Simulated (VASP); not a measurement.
PrAgC: relaxation of cell and atoms with PBE

Crystal: PrAgC.

```xyz
3
Lattice="3.9885 0.0000 0.0000 -1.9942 3.4541 0.0000 0.0000 0.0000 3.9604" Properties=species:S:1:pos:R:3 pbc="T T T"
Pr    1.9942    1.1514    0.0000
Ag    0.0000    0.0000    1.9802
C     0.0000    2.3028    1.9802
```

The cell was generated, and may not be a known phase.

```yaml
Program: VASP 6.6.1
Task: relaxation of cell and atoms
Functional: PBE
Potentials_or_basis: VASP PAW PBE potentials, release 64 (Pr_3, Ag, C), 4f in core
Cutoff: 600 eV
k_mesh: 12 × 12 × 12
Occupations: gaussian, width 0.1 eV
Spin: no spin polarisation
Dipole_correction: no
Further_INCAR_settings: ALGO = Normal; EDIFF = 1e-07; IBRION = 2; EDIFFG = -0.01; NSW = 100; ISIF = 3
```

| Quantity | Value |
| --- | --- |
| Relaxed volume | 18.16 Å³/atom |
| Relaxed cell | a = 3.989 Å, b = 3.989 Å, c = 3.954 Å, α = 90.00°, β = 90.00°, γ = 120.00° |
| Space group after relaxing (to 0.1 Å) | P-6m2 (No. 187) |
| Energy gained by relaxing | 0.0 meV/atom |
| Ionic steps | 2 |
| Pressure after relaxing | 0.0 GPa |
| Band gap on the k mesh | zero (bands 13 and 14 overlap by 1.47 eV) |

Stress tensor (GPa, compression positive):
```
 0.08  0.00  0.00
 0.00  0.08  0.00
 0.00  0.00 -0.04
```

The path:
```tsv
step	energy change (eV)	largest force (eV/Å)	pressure (GPa)	volume (Å³)
1	0.0000	0.0000	-0.08	54.56
2	-0.0001	0.0000	0.04	54.49
```

Final structure:
```yaml
crystal:
  lattice:
    - [3.98905, 0.00000, 0.00000]
    - [-1.99453, 3.45462, 0.00000]
    - [0.00000, 0.00000, 3.95393]
  atoms:
    - { symbol: Pr, position: [0.66667, 0.33333, 0.00000] }
    - { symbol: Ag, position: [0.00000, 0.00000, 0.50000] }
    - { symbol: C, position: [0.33333, 0.66667, 0.50000] }
```

Levels at points of the mesh, in eV from the Fermi level:
| k point | band 10 | band 11 | band 12 | band 13 | band 14 | band 15 | band 16 | band 17 |
| --- | --- | --- | --- | --- | --- | --- | --- | --- |
| (0.00, 0.00, 0.00) | -5.25 | -0.28 | -0.28 | -0.26 | 0.25 | 0.82 | 3.81 | 3.81 |
| (0.50, 0.00, 0.00) | -5.13 | -3.99 | -0.70 | -0.65 | 0.39 | 3.57 | 3.80 | 4.08 |
| (0.00, 0.00, 0.50) | -4.69 | -3.76 | 1.23 | 1.23 | 2.32 | 2.39 | 2.39 | 2.64 |
| (0.50, 0.00, 0.50) | -4.42 | -3.34 | -2.11 | -1.56 | 0.18 | 3.12 | 4.77 | 5.00 |

Wall time 86 s on 1 thread of Intel(R) Xeon(R) 6975P-C (Granite Rapids), with other jobs on the host, peak memory 0.32 GiB.

Caveat: spin-orbit coupling is left out, which moves the levels of the heavy elements; the 4f electrons are frozen in the core, so they carry no moment and show no levels. Spin polarisation is off, so any magnetic state and its effect on volume and gap are missing.
